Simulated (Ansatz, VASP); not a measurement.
**One calculation of NaCl, two programs**

```xyz
2
Lattice="2.8600 0.0000 0.0000 0.0000 2.8600 0.0000 0.0000 0.0000 2.8600" Properties=species:S:1:pos:R:3 pbc="T T T"
Na    0.0000    0.0000    0.0000
Cl    1.4300    1.4300    1.4300
```

Alike in both runs: task single point; functional PBEsol; k mesh 12 × 12 × 12; occupations gaussian, width 0.05 eV; no spin polarisation.

```csv
,VASP,Ansatz
version,VASP 6.6.1,Ansatz 0.2.0
potentials or method,"VASP PAW PBE potentials, release 64 (Na_pv, Cl), cutoff 500 eV","scalar-relativistic, plane waves, PAW"
valence electrons in the cell,14,16
```

VASP gave:

| Property | Result |
| --- | --- |
| gap on the k mesh at the Fermi level (eV) | 4.20 |
| least direct gap on the mesh (eV) | 4.20 |

Q: What did Ansatz give for the same quantities?

A: gap on the k mesh at the Fermi level (eV): 4.15; least direct gap on the mesh (eV): 4.15.

VASP's potentials were made for PBE, not for PBEsol. The functional is the same, so the differences come from potentials, cutoffs and numerics. VASP's potentials hold 14 valence electrons a cell and Ansatz's 16, so a difference there can come from the potentials and not from the codes.
